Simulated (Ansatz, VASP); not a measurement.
**CuO in VASP and in Ansatz**

File INCAR:

```
ALGO = Normal
EDIFF = 1E-6
ENCUT = 1340
GGA = CA
GGA_COMPAT = False
ISIF = 2
ISMEAR = -1
LASPH = True
LCHARG = True
LELF = True
LREAL = False
LVHAR = True
LWAVE = False
NBANDS = 33
NELM = 120
PREC = Accurate
SIGMA = 0.05
```

The input KPOINTS:

```
k-points
0
Gamma
  6 6 3
```

POSCAR

```
CuO
1.0
    2.3446497600     -1.7133998200      0.0000000000
    2.3446497600      1.7133998200      0.0000000000
   -0.8605499100      0.0000000000      5.0594394800
Cu O
2 2
Direct
    0.0032000000      0.4968000000      0.0000000000
    0.4968000000      0.0032000000      0.5000000000
    0.5714000000      0.4056000000      0.2537000000
    0.4056000000      0.5714000000      0.7537000000
```

input.yaml

```yaml
crystal:
  lattice:
    - [2.34464976, -1.71339982, 0.0]
    - [2.34464976, 1.71339982, 0.0]
    - [-0.86054991, 0.0, 5.05943948]
  atoms:
    - { symbol: Cu, position: [0.0032, 0.4968, 0.0] }
    - { symbol: Cu, position: [0.4968, 0.0032, 0.5] }
    - { symbol: O, position: [0.5714, 0.4056, 0.2537] }
    - { symbol: O, position: [0.4056, 0.5714, 0.7537] }
hamiltonian:
  xc: lda
  pseudopotentials: { kind: paw }
kpoints:
  mp_grid: { grid: [6, 6, 3] }
  band_path:
    path:
      - [[0.0, 0.0, 0.0], [-0.5, -0.5, 0.0], [-0.5249461988, -0.5249461988, 0.3256423996], [-0.5, -0.5, 0.5], [-0.6336779992, -0.3663220008, 0.5]]
      - [[-0.3663220008, 0.3663220008, 0.5], [0.0, 0.0, 0.5], [-0.4750538012, -0.4750538012, 0.6743576004]]
      - [[-0.5, -0.5, 0.0], [-0.612631459, -0.387368541, 0.0]]
      - [[-0.387368541, 0.387368541, 0.0], [0.0, 0.0, 0.0], [-0.5, 0.0, 0.0]]
      - [[-0.5, 0.0, 0.5], [0.0, 0.0, 0.0]]
    npoints: 14
scf:
  occupations: { method: fermi_dirac, width: 0.05 }
  n_extra_bands: 10
output:
  forces: true
  stress: true
  eigenvalues: true
  fatbands: true
```

Alike in both runs: functional LDA; k mesh 6 × 6 × 3; occupations fermi-dirac, width 0.05 eV; no spin polarisation.

```csv
,VASP,Ansatz
version,VASP 6.6.1,Ansatz 0.2.0
potentials or method,"VASP PAW LDA potentials, release 64 (Cu_sv_GW, O_h)",Ansatz PAW
plane-wave cutoff (eV),1340,420
valence electrons in the cell,50,50
task,single point,band structure
```

Ansatz gave:

* gap on the k mesh at the Fermi level (eV): none
* pressure (GPa): -9.5
* traceless stress, the component that is largest in VASP (GPa): 3.69
* rms of the force components (eV/Å): 0.409

Q: Which values does VASP return?

A: gap on the k mesh at the Fermi level (eV): none; pressure (GPa): -9.3; traceless stress, the component that is largest in VASP (GPa): 3.45; rms of the force components (eV/Å): 0.415.

LDA's correlation is that of Perdew and Zunger in VASP and of Perdew and Wang (1992) in Ansatz. Atom by atom the forces differ by 0.015 eV/Å (rms over components). A gap of «none» marks a metal or a gap that the smearing closes.

The k mesh is coarse, so the values compare programs but aren't converged.
